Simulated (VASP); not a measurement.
Write the native input for VASP 6.6.1 that does the following.

* Task: single point
* Functional: PBE
* Potentials or basis: VASP PAW PBE potentials, release 64 (Li_sv)
* Cutoff: 520 eV
* k mesh: 8 × 5 × 1
* Occupations: gaussian, width 0.1 eV
* Spin: no spin polarisation
* Dipole correction: yes
* Further INCAR settings: ALGO = Normal; EDIFF = 1e-07; NBANDS = 22

The structure of Li lies in POSCAR:

```
Li
1.0
    3.0310889100      0.0000000000      0.0000000000
    0.0000000000      4.9497474700      0.0000000000
    0.0000000000      0.0000000000     27.0020831110
Li
8
Direct
    0.3333333300      0.5000000000      0.3147905280
    0.6666666700      0.0000000000      0.3677075200
    0.0000000000      0.5000000000      0.4206245120
    0.3333333300      0.0000000000      0.4735415040
    0.6407387771      0.5000000000      0.5228753561
   -0.0183960213      0.0000000000      0.5748316969
    0.2329473465      0.5000000000      0.6258837238
    0.6532227371      0.0000000000      0.6740751821
```

The input as run:

INCAR

```
ALGO     = Normal         # electronic algorithm
DIPOL    = 0.5 0.5 0.497
EDIFF    = 1E-7           # SCF threshold, eV
ENCUT    = 520            # plane-wave cutoff, eV
GGA      = PE             # functional
IDIPOL   = 3            
ISIF     = 2              # what is computed and relaxed
ISMEAR   = 0              # smearing method
LASPH    = T              # aspherical terms in the spheres
LCHARG   = F              # write CHGCAR
LDIPOL   = T            
LREAL    = F              # projectors in reciprocal space
LWAVE    = F              # write WAVECAR
NBANDS   = 22             # bands
NELM     = 60             # most SCF steps
PREC     = Accurate       # precision mode
SIGMA    = 0.1            # smearing width, eV
```

KPOINTS

```
k-points
0
Gamma
  8 5 1
```

Potentials or basis: VASP PAW PBE potentials, release 64 (Li_sv).

The run is started by

```bash
$ cat potpaw_PBE.64/Li_sv/POTCAR > POTCAR
$ mpirun -np 1 vasp_std > vasp.out
```

Results of the run:

```json
{
  "Largest force": "0.102 eV/Å",
  "Band gap on the k mesh": "zero (band 12 reaches -0.65 eV, above the bottom of band 13 at -2.56 eV)"
}
```

Wall time 3.8 min on 1 thread of AMD EPYC 7R43 64-Core Processor (Zen 3) (shared host), peak memory 0.46 GiB.
